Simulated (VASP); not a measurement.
# PbS in VASP: single point with PBEsol

Aim: the single point of PbS with PBEsol.

Program: VASP 6.6.1. These are calculated values, not measurements. Logs are shortened: lines on timing, memory, paths and dates and some standing lists are left out, and cuts for length are marked.

## 1. The cell of the first run

The cell holds a slab with vacuum, 4 atoms: a = 4.130 Å, b = 4.130 Å, c = 11.759 Å, α = 93.75°, β = 93.75°, γ = 89.21°.

## 2. Single point, PBEsol

INCAR

```
SYSTEM = PbS
PREC = Accurate ; ENCUT = 500
EDIFF = 1E-6 ; ISMEAR = -1
SIGMA = 0.01 ; LREAL = .FALSE.
LASPH = .TRUE. ; NELM = 120
ALGO = Normal ; ISIF = 2
LWAVE = .FALSE. ; LCHARG = .FALSE.
GGA = PS ; NBANDS = 28
GGA_COMPAT = .FALSE.
```

KPOINTS

```
regular mesh
0
G
  1 1 1
  0 0 0
```

POSCAR

```
PbS
1.0
    2.9405000000     -2.9000000000      0.0000000000
    2.9405000000      2.9000000000      0.0000000000
   -1.0800550000      0.0000000000     11.7092940000
Pb S
2 2
Direct
    0.7756000000      0.7756000000      0.6363800000
    0.2244000000      0.2244000000      0.3636200000
    0.2684000000      0.2684000000      0.5986000000
    0.7316000000      0.7316000000      0.4014000000
```

Potentials or basis: VASP PAW PBE potentials, release 64 (Pb_d, S).

Launch:

```console
cat potpaw_PBE.64/Pb_d/POTCAR potpaw_PBE.64/S/POTCAR > POTCAR
mpirun -np 1 vasp_gam > vasp.out
```

OUTCAR:

```text
SYSTEM = PbS
   PREC = Accurate
   ENCUT = 500
   EDIFF = 1E-6
   ISMEAR = -1
   LREAL = .FALSE.
   LASPH = .TRUE.
   NELM = 120
   ISIF = 2
   GGA = PS

 ion  position               nearest neighbor table
   1  0.776  0.776  0.636-   4 2.75   3 2.93   3 2.93   3 2.97   3 2.98
   2  0.224  0.224  0.364-   3 2.75   4 2.93   4 2.93   4 2.97   4 2.98
   3  0.268  0.268  0.599-   2 2.75   1 2.93   1 2.93   1 2.97   1 2.98
   4  0.732  0.732  0.401-   1 2.75   2 2.93   2 2.93   2 2.97   2 2.98

  LATTYP: Found a base centered monoclinic cell.
 ALAT       =     5.8810000000
 B/A-ratio  =     0.9862268322
 C/A-ratio  =     1.9994899100
 COS(beta)  =    -0.0918492206

  Lattice vectors:

 A1 = (   2.9405000000,  -2.9000000000,   0.0000000000)
 A2 = (   2.9405000000,   2.9000000000,   0.0000000000)
 A3 = (  -1.0800550000,   0.0000000000,  11.7092940000)

Analysis of symmetry for initial positions (statically):
=====================================================================
 Subroutine PRICEL returns:
 Original cell was already a primitive cell.

 Routine SETGRP: Setting up the symmetry group for a
 base centered monoclinic supercell.

 Subroutine GETGRP returns: Found  4 space group operations
 (whereof  4 operations were pure point group operations)
 out of a pool of  4 trial point group operations.

The static configuration has the point symmetry C_2h.

Analysis of symmetry for dynamics (positions and initial velocities):
=====================================================================
 Subroutine PRICEL returns:
 Original cell was already a primitive cell.

 Routine SETGRP: Setting up the symmetry group for a
 base centered monoclinic supercell.

 Subroutine GETGRP returns: Found  4 space group operations
 (whereof  4 operations were pure point group operations)
 out of a pool of  4 trial point group operations.

The dynamic configuration has the point symmetry C_2h.

 Subroutine INISYM returns: Found  4 space group operations
 (whereof  4 operations are pure point group operations),
 and found     1 'primitive' translations

----------------------------------------------------------------------------------------

                                     Primitive cell

  volume of cell :     199.7008

  direct lattice vectors                    reciprocal lattice vectors
[... 64 lines left out ...]
   LASPH  =      T    aspherical Exc in radial PAW
   ENCUT  =  500.0 eV  36.75 Ry    6.06 a.u.   7.53  7.53 21.44*2*pi/ulx,y,z
   NELM   =    120;   NELMIN=  2; NELMDL= -5     # of ELM steps
   EDIFF  = 0.1E-05   stopping-criterion for ELM
   LREAL  =      F    real-space projection
   EDIFFG = 0.1E-04   stopping-criterion for IOM
   NSW    =      0    number of steps for IOM
   IBRION =     -1    ionic relax: 0-MD 1-quasi-New 2-CG
   NFREE  =      0    steps in history (QN), initial steepest desc. (CG)
   ISIF   =      2    stress and relaxation
   ISYM   =      2    0-nonsym 1-usesym 2-fastsym
   POTIM  = 0.5000    time-step for ionic-motion
   TEBEG  =    0.0;   TEEND  =   0.0 temperature during run
   PSTRESS=    0.0 pullay stress
   NELECT =      40.0000    total number of electrons
   NUPDOWN=      -1.0000    fix difference up-down
   EMIN   =  10.00;   EMAX   =-10.00  energy-range for DOS
   EFERMI =   0.00;   METHOD = LEGACY
   ISMEAR =    -1;   SIGMA  =   0.01  broadening in eV -4-tet -1-fermi 0-gaus
   EFERMI_NEDOS =   21; number of points for ismear=-14 and -15
   IALGO  =     38    algorithm
   IMIX   =      4    mixing-type and parameters
     AMIX     =   0.40;   BMIX     =  1.00
     AMIX_MAG =   1.60;   BMIX_MAG =  1.00
  volume/ion in A,a.u.               =      49.93       336.91
  Fermi-wavevector in a.u.,A,eV,Ry     =   0.957859  1.810091 12.483259  0.917494
  Thomas-Fermi vector in A             =   2.086915
   LORBIT       =      0    0 simple, 1 ext, 2 COOP (PROOUT), +10 PAW based schemes
   GGA     = PS    functional components
   LHFCALC =     F    Hartree Fock is set to
   AEXX    =    0.0000 exact exchange contribution
   IVDW    =     0    specifies the selected vdW correction
   LEPSILON=     F    determine dielectric tensor
   LRPA    =     F    only Hartree local field effects (RPA)
 non-spin polarized calculation
  energy-cutoff  :      500.00
  volume of cell :      199.70
 maximum number of plane-waves:      2543
 NGX is ok and might be reduce to    30
   NGX = 15   NGY = 15   NGZ = 43

 number of electron      40.0000012 magnetization

 Free energy of the ion-electron system (eV)
  ---------------------------------------------------
  ext. energy  EPLUGINS =         0.00000000
  ---------------------------------------------------
  free energy    TOTEN  =       -17.09503239 eV

  energy without entropy =      -17.09503239  energy(sigma->0) =      -17.09503239

 E-fermi :   1.3132     XC(G=0):  -5.8844

 val. band max:        1.0746239720   @ k =   0.0000   0.0000   0.0000
 cond. band min:       2.0421604856   @ k =   0.0000   0.0000   0.0000
 fundamental gap:      0.9675365136
 Fermi energy:         1.3131971587

 k-point     1 :       0.0000    0.0000    0.0000
  band No.  band energies     occupation
      1     -15.7402      2.00000
      2     -15.6782      2.00000
      3     -15.6696      2.00000
      4     -15.6659      2.00000
      5     -15.6303      2.00000
      6     -15.6206      2.00000
[... 20 lines left out ...]
     27       6.9965      0.00000
     28       7.2357      0.00000

------------------------ aborting loop because EDIFF is reached ----------------------------------------

  FORCE on cell =-STRESS in cart. coord.  units (eV):
  Direction    XX          YY          ZZ          XY          YZ          ZX
  --------------------------------------------------------------------------------------
  -------------------------------------------------------------------------------------
  Total        3.3394764      4.8479054     -1.7591116      0.0000000      0.0000000     -0.0173971
  in kB       26.7922427     38.8941992    -14.1131546      0.0000000      0.0000000     -0.1395750
  external PRESSURE =      17.1910958 kB  Pullay stress =       0.0000000 kB

 VOLUME and BASIS-vectors are now :
 -----------------------------------------------------------------------------
  energy-cutoff  :      500.00
  volume of cell :      199.70
      direct lattice vectors                 reciprocal lattice vectors
     2.940500000 -2.900000000  0.000000000     0.170039109 -0.172413793  0.015684258
     2.940500000  2.900000000  0.000000000     0.170039109  0.172413793  0.015684258
    -1.080055000  0.000000000 11.709294000     0.000000000  0.000000000  0.085402245

 POSITION                                       TOTAL-FORCE (eV/Angst)
 -----------------------------------------------------------------------------------
      3.87398      0.00000      7.45156        -0.009564      0.000000     -2.041104
      0.92697      0.00000      4.25773         0.009564      0.000000      2.041104
      0.93194      0.00000      7.00918         0.004364      0.000000      2.092299
      3.86901      0.00000      4.70011        -0.004364      0.000000     -2.092299
 -----------------------------------------------------------------------------------
    total drift:                               -0.000000     -0.000000      0.000000

  FREE ENERGIE OF THE ION-ELECTRON SYSTEM (eV)
  ---------------------------------------------------
  free  energy   TOTEN  =       -17.0950323906 eV

  energy  without entropy=      -17.0950323906  energy(sigma->0) =      -17.09503239
```

It took 17 s on 1 thread of Intel Xeon Platinum 8259CL at 2.50GHz (Skylake/Cascade Lake), shared host; peak memory 0.24 GiB.

Results:

- Free energy: -17.0950 eV
- Largest force: 2.092 eV/Å

Forces in eV/Å, atoms in the order of the input:
```
Pb  -0.010  0.000 -2.041
Pb   0.010  0.000  2.041
S    0.004  0.000  2.092
S   -0.004  0.000 -2.092
```

Caveat: the k points lie up to 1.52 Å⁻¹ apart; the PAW data sets were made with another functional, which shifts forces and pressure a little; spin-orbit coupling is left out, which moves the levels of the heavy elements.
